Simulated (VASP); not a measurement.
# SnO (rock salt type) (Fm-3m) in VASP: a series of runs

Runs on SnO (rock salt type). Level: r2SCAN. Tasks: single point.

Program: VASP 6.6.1. These are calculated values, not measurements. Logs are shortened: lines on timing, memory, paths and dates and some standing lists are left out, and cuts for length are marked.

### Step 1. The cell of the first run

The structure is cubic, space group Fm-3m (No. 225). Conventional cell: a = 4.978 Å, b = 4.978 Å, c = 4.978 Å, α = 90.00°, β = 90.00°, γ = 90.00°. Sn (site symmetry m-3m) has 6 O at 2.49 Å within 3.3 Å. O (site symmetry m-3m) has 6 Sn at 2.49 Å within 3.3 Å.

### Step 2. Single point, r2SCAN

Contents of POSCAR:

```
SnO
1.0
    0.0000000000      2.4890237326      2.4890237326
    2.4890237326      0.0000000000      2.4890237326
    2.4890237326      2.4890237326      0.0000000000
Sn O
1 1
Direct
    0.0000000000      0.0000000000      0.0000000000
    0.5000000000      0.5000000000      0.5000000000
```

Contents of INCAR.step1:

```
ALGO = Normal ; EDIFF = 1E-4
ENCUT = 520 ; GGA = PE
ISMEAR = -1 ; LASPH = True
LCHARG = False ; LREAL = False
LWAVE = True ; NBANDS = 17
NELM = 100 ; PREC = Accurate
SIGMA = 0.1
```

Contents of INCAR.step2:

```
ALGO = Normal ; EDIFF = 1E-7
ENCUT = 520 ; ISIF = 2
ISMEAR = -1 ; ISTART = 1
LASPH = True ; LCHARG = True
LELF = True ; LMIXTAU = True
LREAL = False ; LVHAR = True
LWAVE = False ; METAGGA = R2SCAN
NBANDS = 17 ; NELM = 100
PREC = Accurate ; SIGMA = 0.1
```

Contents of KPOINTS:

```
k-points
0
Gamma
  12 12 12
```

Potentials or basis: VASP PAW PBE potentials, release 64 (Sn_d, O).

Started as:

```
$ cat potpaw_PBE.64/Sn_d/POTCAR potpaw_PBE.64/O/POTCAR > POTCAR
$ cp INCAR.step1 INCAR
$ mpirun -np 1 vasp_std > vasp.out
$ cp INCAR.step2 INCAR
$ mpirun -np 1 vasp_std > vasp.out
```

OUTCAR:

```text
EDIFF = 1E-7
   ENCUT = 520
   ISIF = 2
   ISMEAR = -1
   ISTART = 1
   LASPH = True
   LREAL = False
   METAGGA = R2SCAN
   NELM = 100
   PREC = Accurate

 ion  position               nearest neighbor table
   1  0.000  0.000  0.000-   2 2.49   2 2.49   2 2.49   2 2.49   2 2.49   2 2.49
   2  0.500  0.500  0.500-   1 2.49   1 2.49   1 2.49   1 2.49   1 2.49   1 2.49

  LATTYP: Found a face centered cubic cell.
 ALAT       =     4.9780474652

  Lattice vectors:

 A1 = (   0.0000000000,   2.4890237326,   2.4890237326)
 A2 = (   2.4890237326,   0.0000000000,   2.4890237326)
 A3 = (   2.4890237326,   2.4890237326,   0.0000000000)

Analysis of symmetry for initial positions (statically):
=====================================================================
 Subroutine PRICEL returns:
 Original cell was already a primitive cell.

 Routine SETGRP: Setting up the symmetry group for a
 face centered cubic supercell.

 Subroutine GETGRP returns: Found 48 space group operations
 (whereof 48 operations were pure point group operations)
 out of a pool of 48 trial point group operations.

The static configuration has the point symmetry O_h .

Analysis of symmetry for dynamics (positions and initial velocities):
=====================================================================
 Subroutine PRICEL returns:
 Original cell was already a primitive cell.

 Routine SETGRP: Setting up the symmetry group for a
 face centered cubic supercell.

 Subroutine GETGRP returns: Found 48 space group operations
 (whereof 48 operations were pure point group operations)
 out of a pool of 48 trial point group operations.

The dynamic configuration has the point symmetry O_h .

 Subroutine INISYM returns: Found 48 space group operations
 (whereof 48 operations are pure point group operations),
 and found     1 'primitive' translations

----------------------------------------------------------------------------------------

                                     Primitive cell

  volume of cell :      30.8402

  direct lattice vectors                    reciprocal lattice vectors
     0.000000000  2.489023733  2.489023733    -0.200881974  0.200881974  0.200881974
     2.489023733  0.000000000  2.489023733     0.200881974 -0.200881974  0.200881974
     2.489023733  2.489023733  0.000000000     0.200881974  0.200881974 -0.200881974

  length of vectors
     3.520011120  3.520011120  3.520011120     0.347937785  0.347937785  0.347937785

  position of ions in fractional coordinates (direct lattice)
     0.000000000  0.000000000  0.000000000
     0.500000000  0.500000000  0.500000000

  ion indices of the primitive-cell ions
   primitive index   ion index
                 1           1
                 2           2

----------------------------------------------------------------------------------------

 KPOINTS: k-points

Automatic generation of k-mesh.
 Grid dimensions read from file:
 generate k-points for:   12   12   12

 Generating k-lattice:

  Cartesian coordinates                     Fractional coordinates (reciprocal lattice)
    -0.016740164  0.016740164  0.016740164     0.083333333  0.000000000  0.000000000
     0.016740164 -0.016740164  0.016740164     0.000000000  0.083333333  0.000000000
     0.016740164  0.016740164 -0.016740164     0.000000000  0.000000000  0.083333333

  Length of vectors
     0.028994815  0.028994815  0.028994815

  Shift w.r.t. Gamma in fractional coordinates (k-lattice)
     0.000000000  0.000000000  0.000000000

 Subroutine IBZKPT returns following result:
 ===========================================

 Found     72 irreducible k-points:

 Following reciprocal coordinates:
            Coordinates               Weight
  0.000000  0.000000  0.000000      1.000000
  0.083333  0.000000  0.000000      8.000000
  0.166667  0.000000  0.000000      8.000000
  0.250000  0.000000  0.000000      8.000000
  0.333333  0.000000  0.000000      8.000000
  0.416667  0.000000  0.000000      8.000000
[... 16 lines left out ...]
  0.500000  0.166667  0.000000     24.000000
 -0.416667  0.166667  0.000000     24.000000
 [... further k-points ...]
   k-points           NKPTS =     72   k-points in BZ     NKDIM =     72   number of bands    NBANDS=     17
   number of dos      NEDOS =    301   number of ions     NIONS =      2
   total plane-waves  NPLWV =  21952
   dimension x,y,z NGX =    28 NGY =   28 NGZ =   28
   dimension x,y,z NGXF=    56 NGYF=   56 NGZF=   56
   ions per type =               1   1
   NGX,Y,Z   is equivalent  to a cutoff of  13.22, 13.22, 13.22 a.u.
   NGXF,Y,Z  is equivalent  to a cutoff of  26.45, 26.45, 26.45 a.u.
 SYSTEM =  unknown system
   PREC   = accura    normal or accurate (medium, high low for compatibility)
   ISTART =      1    job   : 0-new  1-cont  2-samecut
   ICHARG =      0    charge: 1-file 2-atom 10-const
   ISPIN  =      1    spin polarized calculation?
   LNONCOLLINEAR =      F non collinear calculations
   LSORBIT =      F    spin-orbit coupling
   LASPH  =      T    aspherical Exc in radial PAW
   ENCUT  =  520.0 eV  38.22 Ry    6.18 a.u.   6.54  6.54  6.54*2*pi/ulx,y,z
   NELM   =    100;   NELMIN=  2; NELMDL=  0     # of ELM steps
   EDIFF  = 0.1E-06   stopping-criterion for ELM
   LREAL  =      F    real-space projection
   EDIFFG = 0.1E-05   stopping-criterion for IOM
   NSW    =      0    number of steps for IOM
   IBRION =     -1    ionic relax: 0-MD 1-quasi-New 2-CG
   NFREE  =      0    steps in history (QN), initial steepest desc. (CG)
   ISIF   =      2    stress and relaxation
   ISYM   =      2    0-nonsym 1-usesym 2-fastsym
   POTIM  = 0.5000    time-step for ionic-motion
   TEBEG  =    0.0;   TEEND  =   0.0 temperature during run
   PSTRESS=    0.0 pullay stress
   NELECT =      20.0000    total number of electrons
   NUPDOWN=      -1.0000    fix difference up-down
   EMIN   =  10.00;   EMAX   =-10.00  energy-range for DOS
   EFERMI =   0.00;   METHOD = LEGACY
   ISMEAR =    -1;   SIGMA  =   0.10  broadening in eV -4-tet -1-fermi 0-gaus
   EFERMI_NEDOS =   21; number of points for ismear=-14 and -15
   IALGO  =     38    algorithm
   IMIX   =      4    mixing-type and parameters
     AMIX     =   0.40;   BMIX     =  1.00
     AMIX_MAG =   1.60;   BMIX_MAG =  1.00
  volume/ion in A,a.u.               =      15.42       104.06
  Fermi-wavevector in a.u.,A,eV,Ry     =   1.417030  2.677799 27.320155  2.007975
  Thomas-Fermi vector in A             =   2.538303
   LORBIT       =      0    0 simple, 1 ext, 2 COOP (PROOUT), +10 PAW based schemes
   METAGGA = R2SCAN    functional components
   LHFCALC =     F    Hartree Fock is set to
   AEXX    =    0.0000 exact exchange contribution
   IVDW    =     0    specifies the selected vdW correction
   LEPSILON=     F    determine dielectric tensor
   LRPA    =     F    only Hartree local field effects (RPA)
 non-spin polarized calculation
  energy-cutoff  :      520.00
  volume of cell :       30.84
 maximum number of plane-waves:       869
 NGX is ok and might be reduce to    28
   NGX = 13   NGY = 13   NGZ = 13

 number of electron      20.0000007 magnetization

 Free energy of the ion-electron system (eV)
  ---------------------------------------------------
  ext. energy  EPLUGINS =         0.00000000
  ---------------------------------------------------
  free energy    TOTEN  =       -32.20636870 eV

  energy without entropy =      -32.20015734  energy(sigma->0) =      -32.20326302

 E-fermi :   8.9204     XC(G=0): -11.8378

 val. band max:        8.8840188507   @ k =  -0.4167   0.1667   0.0833
 cond. band min:       8.9360897355   @ k =  -0.4167   0.1667   0.0833
 fundamental gap:      0.0520708848
 Fermi energy:         8.9203557102

 k-point     1 :       0.0000    0.0000    0.0000
  band No.  band energies     occupation
      1     -13.7213      2.00000
      2     -13.7213      2.00000
      3     -13.7213      2.00000
      4     -13.6457      2.00000
      5     -13.6457      2.00000
      6     -11.7841      2.00000
[... 9 lines left out ...]
     16      19.3267      0.00000
     17      19.4686      0.00000

 k-point     2 :       0.0833    0.0000    0.0000
  band No.  band energies     occupation
      1     -13.7210      2.00000
      2     -13.7174      2.00000
      3     -13.7173      2.00000
      4     -13.6473      2.00000
      5     -13.6473      2.00000
      6     -11.7419      2.00000
[... 9 lines left out ...]
     16      19.6791      0.00000
     17      21.4079      0.00000

 k-point     3 :       0.1667    0.0000    0.0000
  band No.  band energies     occupation
      1     -13.7202      2.00000
      2     -13.7093      2.00000
      3     -13.7092      2.00000
      4     -13.6491      2.00000
      5     -13.6490      2.00000
      6     -11.6237      2.00000
[... 9 lines left out ...]
     16      20.3854      0.00000
     17      23.5731      0.00000

 k-point     4 :       0.2500    0.0000    0.0000
  band No.  band energies     occupation
      1     -13.7198      2.00000
      2     -13.7069      2.00000
      3     -13.7068      2.00000
      4     -13.6428      2.00000
      5     -13.6428      2.00000
      6     -11.4555      2.00000
[... 9 lines left out ...]
     16      21.2550      0.00000
     17      25.0702      0.00000

 k-point     5 :       0.3333    0.0000    0.0000
  band No.  band energies     occupation
      1     -13.7199      2.00000
      2     -13.7128      2.00000
      3     -13.7128      2.00000
      4     -13.6281      2.00000
      5     -13.6280      2.00000
      6     -11.2785      2.00000
[... 9 lines left out ...]
     16      22.2551      0.00000
     17      25.0156      0.00000

 k-point     6 :       0.4167    0.0000    0.0000
  band No.  band energies     occupation
      1     -13.7202      2.00000
      2     -13.7198      2.00000
      3     -13.7197      2.00000
      4     -13.6145      2.00000
      5     -13.6145      2.00000
      6     -11.1424      2.00000
[... 9 lines left out ...]
     16      23.2606      0.00000
     17      24.3295      0.00000

 k-point     7 :       0.5000    0.0000    0.0000
  band No.  band energies     occupation
      1     -13.7227      2.00000
      2     -13.7226      2.00000
      3     -13.7203      2.00000
      4     -13.6093      2.00000
      5     -13.6092      2.00000
      6     -11.0913      2.00000
[... 9 lines left out ...]
     16      23.7960      0.00000
     17      23.9931      0.00000

 k-point     8 :       0.0833    0.0833    0.0000
  band No.  band energies     occupation
      1     -13.7251      2.00000
      2     -13.7136      2.00000
      3     -13.7136      2.00000
      4     -13.6561      2.00000
      5     -13.6424      2.00000
      6     -11.7251      2.00000
[... 9 lines left out ...]
     16      20.4140      0.00000
     17      21.3761      0.00000
[... 203 lines left out ...]
      1     -13.7354      2.00000
      2     -13.7045      2.00000
      3     -13.6923      2.00000
      4     -13.6923      2.00000
      5     -13.6333      2.00000
      6     -11.5341      2.00000
[... 9 lines left out ...]
     16      22.4666      0.00000
     17      23.6737      0.00000

 k-point    20 :       0.2500    0.1667    0.0000
  band No.  band energies     occupation
      1     -13.7438      2.00000
      2     -13.7375      2.00000
      3     -13.6812      2.00000
      4     -13.6785      2.00000
      5     -13.6266      2.00000
      6     -11.3739      2.00000
[... 9 lines left out ...]
     16      23.3822      0.00000
     17      25.4864      0.00000

 k-point    21 :       0.3333    0.1667    0.0000
  band No.  band energies     occupation
      1     -13.7763      2.00000
      2     -13.7333      2.00000
      3     -13.6792      2.00000
      4     -13.6669      2.00000
      5     -13.6163      2.00000
      6     -11.1833      2.00000
[... 9 lines left out ...]
     16      23.9767      0.00000
     17      26.1604      0.00000

 k-point    22 :       0.4167    0.1667    0.0000
  band No.  band energies     occupation
      1     -13.7965      2.00000
      2     -13.7232      2.00000
      3     -13.6848      2.00000
      4     -13.6590      2.00000
      5     -13.6072      2.00000
      6     -11.0110      2.00000
[... 9 lines left out ...]
     16      24.4098      0.00000
     17      25.6295      0.00000

 k-point    23 :       0.5000    0.1667    0.0000
  band No.  band energies     occupation
      1     -13.8009      2.00000
      2     -13.7120      2.00000
      3     -13.6918      2.00000
      4     -13.6547      2.00000
      5     -13.6064      2.00000
      6     -10.9060      2.00000
[... 9 lines left out ...]
     16      24.2499      0.00000
     17      25.7129      0.00000

 k-point    24 :      -0.4167    0.1667    0.0000
  band No.  band energies     occupation
      1     -13.7896      2.00000
      2     -13.7049      2.00000
      3     -13.6960      2.00000
      4     -13.6524      2.00000
      5     -13.6168      2.00000
      6     -10.9013      2.00000
[... 9 lines left out ...]
     16      23.2943      0.00000
     17      26.2583      0.00000

 [... further k-points ...]

------------------------ aborting loop because EDIFF is reached ----------------------------------------

  FORCE on cell =-STRESS in cart. coord.  units (eV):
  Direction    XX          YY          ZZ          XY          YZ          ZX
  --------------------------------------------------------------------------------------
  -------------------------------------------------------------------------------------
  Total        1.3786646      1.3786646      1.3786646      0.0000000      0.0000000     -0.0000000
  in kB       71.6229333     71.6229333     71.6229333      0.0000000      0.0000000     -0.0000000
  external PRESSURE =      71.6229333 kB  Pullay stress =       0.0000000 kB

 VOLUME and BASIS-vectors are now :
 -----------------------------------------------------------------------------
  energy-cutoff  :      520.00
  volume of cell :       30.84
      direct lattice vectors                 reciprocal lattice vectors
     0.000000000  2.489023733  2.489023733    -0.200881974  0.200881974  0.200881974
     2.489023733  0.000000000  2.489023733     0.200881974 -0.200881974  0.200881974
     2.489023733  2.489023733  0.000000000     0.200881974  0.200881974 -0.200881974

 POSITION                                       TOTAL-FORCE (eV/Angst)
 -----------------------------------------------------------------------------------
      0.00000      0.00000      0.00000         0.000000     -0.000000      0.000000
      2.48902      2.48902      2.48902        -0.000000      0.000000     -0.000000
 -----------------------------------------------------------------------------------
    total drift:                                0.000000      0.000000      0.000000

  FREE ENERGIE OF THE ION-ELECTRON SYSTEM (eV)
  ---------------------------------------------------
  free  energy   TOTEN  =       -32.2063686986 eV

  energy  without entropy=      -32.2001573422  energy(sigma->0) =      -32.20326302
```

Run time: 3.6 min. Hardware: 1 thread of Intel Xeon Platinum 8259CL at 2.50GHz (Skylake/Cascade Lake), shared host; peak memory 0.19 GiB.

Results:

* Free energy: -32.2064 eV
* Pressure: 7.2 GPa
* Band gap on the k mesh: 0.05 eV

Levels at points of the mesh, in eV from the valence-band top:
```
           k point  band 6  band 7  band 8  band 9  band 10  band 11  band 12  band 13  band 14  band 15
(0.00, 0.00, 0.00)  -20.67   -7.11   -4.19   -4.19    -4.19     8.31     8.31     8.31    10.44    10.44
(0.50, 0.00, 0.00)  -19.98   -9.40   -3.95   -3.95    -1.01     0.75     4.47     4.47    10.16    14.91
(0.50, 0.50, 0.00)  -19.27   -7.54   -5.36   -5.36    -4.88     3.67     5.19     6.24     6.24    14.76
```

Caveat: the cell stands under pressure; the PAW data sets were made with another functional, which shifts forces and pressure a little; spin-orbit coupling is left out, which moves the levels of the heavy elements. A k mesh can miss the band edges.

(Part 1 of 3 ends here.)
